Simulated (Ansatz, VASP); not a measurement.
## Ag: VASP beside Ansatz

INCAR

```
SYSTEM = Ag
ALGO = Normal
EDIFF = 1E-6
ENCUT = 520
GGA = RE
ISIF = 2
ISMEAR = -1
LASPH = .True.
LCHARG = .False.
LREAL = .False.
LWAVE = .False.
NBANDS = 18
NELM = 80
PREC = Accurate
SIGMA = 0.1
```

Contents of KPOINTS:

```
k-points
0
Gamma
  14 14 8
  0 0 0
```

The input POSCAR:

```
Ag
1.0
    2.9781776453      0.0000000000      0.0000000000
   -1.4890888226      2.5791774978      0.0000000000
    0.0000000000      0.0000000000      4.8176246266
Ag
2
Direct
    0.3333333333      0.6666666667      0.2500000000
    0.6666666667      0.3333333333      0.7500000000
```

Input for Ansatz:

```yaml
crystal:
  lattice:
    - [2.9781776453, 0.0, 0.0]
    - [-1.4890888226, 2.5791774978, 0.0]
    - [0.0, 0.0, 4.8176246266]
  atoms:
    - { symbol: Ag, position: [0.3333333333, 0.6666666667, 0.25] }
    - { symbol: Ag, position: [0.6666666667, 0.3333333333, 0.75] }
hamiltonian:
  xc: revpbe
  pseudopotentials:
    kind: paw
    azcp:
      Ag: "pseudopotentials/Ag.paw.azcp"
basis:
  ecutwfc: 420
  fft_grid_basis: typed
kpoints:
  mp_grid: { grid: [14, 14, 8], shift: [0, 0, 0] }
magnetization:
  spin_polarized: false
scf:
  occupations: { method: fermi_dirac, width: 0.1 }
  lower_state_search: "off"
output:
  stress: true
```

Alike in both runs: task single point; functional revPBE; k mesh 14 × 14 × 8; occupations fermi-dirac, width 0.1 eV; no spin polarisation.

|  | VASP | Ansatz |
| --- | --- | --- |
| version | VASP 6.6.1 | Ansatz 0.2.0 |
| potentials or method | VASP PAW PBE potentials, release 64 (Ag), cutoff 520 eV | plane waves (420 eV) with PAW, scalar-relativistic |
| valence electrons in the cell | 22 | 38 |

Ansatz gave:

- pressure (GPa): 0.0
- traceless stress, the component that is largest in VASP (GPa): 0.44

**Question.** Estimate VASP's values.

**Answer.** Pressure (GPa): -0.1; traceless stress, the component that is largest in VASP (GPa): 0.43.

VASP's potentials were made for PBE, not for revPBE. VASP's potentials hold 22 valence electrons a cell and Ansatz's 38, so a difference there can come from the potentials and not from the codes.
